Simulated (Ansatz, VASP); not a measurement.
**ZnF2: VASP beside Ansatz**

```
CELL_PARAMETERS angstrom
4.70294 0.00000 0.00000
0.00000 4.70294 0.00000
0.00000 0.00000 3.13289
ATOMIC_POSITIONS crystal
Zn 0.50000 0.50000 0.50000
Zn 0.00000 0.00000 0.00000
F 0.69686 0.69686 0.00000
F 0.80314 0.19686 0.50000
F 0.30314 0.30314 0.00000
F 0.19686 0.80314 0.50000
```

Alike in both runs: task single point; functional PBE; k mesh 4 × 4 × 6; occupations gaussian, width 0.1 eV; no spin polarisation.

```csv
,VASP,Ansatz
version,VASP 6.6.1,Ansatz 0.2.0
potentials or method,"VASP PAW PBE potentials, release 64 (Zn, F), cutoff 600 eV","scalar-relativistic, plane waves, PAW"
valence electrons in the cell,52,52
```

Ansatz gave:

* gap on the k mesh at the Fermi level (eV): 3.58
* least direct gap on the mesh (eV): 3.58
* pressure (GPa): 6.1
* traceless stress, the component that is largest in VASP (GPa): 0.43
* rms of the force components (eV/Å): 0.011

**Question.** What did VASP give for the same quantities?

**Answer.** gap on the k mesh at the Fermi level (eV): 3.50; least direct gap on the mesh (eV): 3.50; pressure (GPa): 6.7; traceless stress, the component that is largest in VASP (GPa): 0.62; rms of the force components (eV/Å): 0.016.

Atom by atom the forces differ by 0.004 eV/Å (rms over components).
